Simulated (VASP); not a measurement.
Runs of VASP 6.6.1 on Mg. The structure is that of space group P6_3/mmc (No. 194), or close to it. The cells are those of the table. 

```tsv
task	cell	cutoff (eV)	gap on the mesh (eV)	pressure (GPa)
relaxation of cell and atoms	relaxed to 1e-06 GPa from a = 2.934, b = 2.934, c = 4.738 Å, angles 90.0, 90.0, 120.0°, 2 atoms	600	none	0.0
single point	a = 2.504, b = 2.504, c = 4.053 Å, angles 90.0, 90.0, 120.0°, 2 atoms	520	none	101.8
single point	a = 2.778, b = 2.778, c = 4.484 Å, angles 90.0, 90.0, 120.0°, 2 atoms	520	none	(a)
relaxation of cell and atoms	relaxed to 1e-06 GPa from a = 3.136, b = 3.136, c = 5.073 Å, angles 90.0, 90.0, 120.0°, 2 atoms	600	none	0.0
single point	a = 2.574, b = 2.574, c = 4.163 Å, angles 90.0, 90.0, 120.0°, 2 atoms	520	none	76.0
```

Alike in all rows: level LDA; potentials or basis VASP PAW LDA potentials, release 64 (Mg); no spin polarisation; k mesh 18 × 18 × 10; smearing gaussian 0.1 eV.

Question: Fill in the values left out.

Answer: (a) 30.0.

Caveats: the cell is relaxed towards a set pressure, so the enthalpy falls and the energy may rise (some runs).

A gap of «none» marks levels without a gap at the run's occupations.
